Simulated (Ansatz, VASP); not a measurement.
CsPbBr3: VASP beside Ansatz

Contents of INCAR:

```
SYSTEM = CsPbBr3
PREC = Accurate ; ENCUT = 520
EDIFF = 1E-7 ; ISMEAR = 0
SIGMA = 0.05 ; LREAL = .False.
LASPH = .True. ; NELM = 80
ALGO = Normal ; ISIF = 2
LWAVE = .False. ; LCHARG = .False.
GGA = PE ; NBANDS = 30
```

KPOINTS

```
Automatic mesh
0
Gamma
  6 6 6
  0 0 0
```

File POSCAR:

```
CsPbBr3
1.0
    5.8700000000      0.0000000000      0.0000000000
    0.0000000000      5.8700000000      0.0000000000
    0.0000000000      0.0000000000      5.8700000000
Cs Pb Br
1 1 3
Direct
    0.0000000000      0.0000000000      0.0000000000
    0.5000000000      0.5000000000      0.5000000000
    0.0000000000      0.5000000000      0.5000000000
    0.5000000000      0.0000000000      0.5000000000
    0.5000000000      0.5000000000      0.0000000000
```

Input for Ansatz:

```yaml
crystal:
  lattice:
    - [5.87, 0.0, 0.0]
    - [0.0, 5.87, 0.0]
    - [0.0, 0.0, 5.87]
  atoms:
    - { symbol: Cs, position: [0.0, 0.0, 0.0] }
    - { symbol: Pb, position: [0.5, 0.5, 0.5] }
    - { symbol: Br, position: [0.0, 0.5, 0.5] }
    - { symbol: Br, position: [0.5, 0.0, 0.5] }
    - { symbol: Br, position: [0.5, 0.5, 0.0] }
basis:
  ecutwfc: 420
kpoints:
  mp_grid: { grid: [6, 6, 6] }
hamiltonian:
  xc: pbe
scf:
  occupations: { method: gaussian, width: 0.05 }
output:
  forces: true
  stress: true
  eigenvalues: true
```

Alike in both runs: task single point; functional PBE; k mesh 6 × 6 × 6; occupations gaussian, width 0.05 eV; no spin polarisation.

|  | VASP | Ansatz |
| --- | --- | --- |
| version | VASP 6.6.1 | Ansatz 0.2.0 |
| potentials or method | VASP PAW PBE potentials, release 64 (Cs_sv, Pb_d, Br), cutoff 520 eV | scalar-relativistic, plane waves, PAW |
| valence electrons in the cell | 44 | 44 |

```csv
,VASP,Ansatz,Ansatz less VASP
gap on the k mesh at the Fermi level (eV),1.53,1.53,-0.006
least direct gap on the mesh (eV),1.53,1.53,-0.006
pressure (GPa),1.4,1.5,+0.01
```

Neither program's run includes spin-orbit coupling.
